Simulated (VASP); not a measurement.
ZrC2:

```
CELL_PARAMETERS angstrom
3.37554 0.00000 0.00000
-1.68777 2.92330 0.00000
0.00000 0.00000 5.23209
ATOMIC_POSITIONS crystal
Zr 0.00000 0.00000 0.00000
C 0.33333 0.66667 0.25000
C 0.66667 0.33333 0.75000
```

This cell differs from its parent crystal: atoms taken out.

- Program: VASP 6.6.1
- Task: relaxation of cell and atoms
- Functional: PBE
- Potentials or basis: VASP PAW PBE potentials, release 64 (Zr_sv, C)
- Cutoff: 600 eV
- k mesh: 6 × 6 × 4
- Occupations: gaussian, width 0.1 eV
- Spin: no spin polarisation

At the start: pressure -9.7 GPa; volume 17.21 Å³/atom.

Task: How do energy, volume and symmetry change on relaxing?

Result: Over 44 steps the energy falls by 1267.2 meV/atom and the volume is 9.50 Å³/atom (-44.8 %); space group P-3m1 (No. 164, to 0.1 Å) before, P6/mmm (No. 191, to 0.1 Å).

Step by step:
```tsv
step	energy change (eV)	largest force (eV/Å)	pressure (GPa)	volume (Å³)
1	0.0000	1.6547	-9.72	51.63
3	-0.3246	0.1959	4.05	46.22
5	-0.8754	0.1142	-9.21	47.75
7	-0.8707	0.0792	-7.89	47.73
9	-0.9793	0.6049	-6.08	45.10
11	-0.9856	0.7010	-5.64	44.54
13	-1.0750	1.2350	3.34	41.30
15	-1.2720	1.3428	2.90	39.62
17	-2.1242	2.0942	7.40	32.60
19	-2.5455	3.1242	20.90	29.45
21	-2.9458	1.7463	41.94	26.34
23	-2.9997	1.1715	44.60	26.06
25	-3.0050	0.8870	45.29	25.95
27	-3.2241	0.6983	35.66	26.60
29	-3.7000	0.1625	2.61	29.63
31	-3.7126	0.1281	-2.13	30.31
33	-3.7243	0.0483	-1.90	30.12
35	-3.7704	0.0141	0.95	29.23
37	-3.7978	0.0870	0.74	28.28
39	-3.8009	0.0561	0.59	28.37
41	-3.8013	0.0467	-0.21	28.51
43	-3.8013	0.0471	-0.14	28.50
44	-3.8015	0.0378	-0.07	28.49
```

Final structure:
```
CELL_PARAMETERS angstrom
3.10074 0.00000 0.00000
-1.55037 2.68532 0.00000
0.00000 0.00000 3.42219
ATOMIC_POSITIONS crystal
Zr 0.00000 0.00000 0.00000
C 0.33333 0.66667 0.50234
C 0.66667 0.33333 0.49766
```

Caveat: the cell differs from its parent crystal (atoms taken out); the volume moved by over 15 % at a fixed basis, so the end points are rough.
